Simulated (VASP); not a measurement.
Set up this calculation in VASP 6.6.1, as the native input.

* Task: single point
* Functional: PBE
* Potentials or basis: VASP PAW PBE potentials, release 64 (Y_sv)
* Cutoff: 520 eV
* k mesh: 6 × 6 × 4
* Occupations: gaussian, width 0.1 eV
* Spin: no spin polarisation
* Dipole correction: no
* Further INCAR settings: ALGO = Normal; EDIFF = 1e-06; NBANDS = 18

The structure of Y lies in POSCAR:

```
Y
1.0
    3.6631000000      0.0000000000      0.0000000000
   -1.8315500000      3.1723376566      0.0000000000
    0.0000000000      0.0000000000      5.8147000000
Y
2
Direct
    0.3333333333      0.6666666667      0.2500000000
    0.6666666667      0.3333333333      0.7500000000
```

The input as run:

INCAR

```
PREC = Accurate ; ENCUT = 520
EDIFF = 1E-6 ; ISMEAR = 0
SIGMA = 0.1 ; LREAL = F
LASPH = T ; NELM = 100
ALGO = Normal ; ISIF = 2
LWAVE = F ; LCHARG = F
GGA = PE ; NBANDS = 18
```

KPOINTS

```
Automatic mesh
0
Gamma
  6 6 4
```

Potentials or basis: VASP PAW PBE potentials, release 64 (Y_sv).

Command:

```bash
$ cat potpaw_PBE.64/Y_sv/POTCAR > POTCAR
$ mpirun -np 1 vasp_std > vasp.out
```

Results of the run:

```json
{
 "Pressure": "-1.1 GPa",
 "Band gap on the k mesh": "zero (bands 11 and 12 overlap by 1.33 eV)"
}
```

It took 67 s on 1 thread of Intel Xeon 8259CL, with other jobs on the host, peak memory 0.21 GiB.
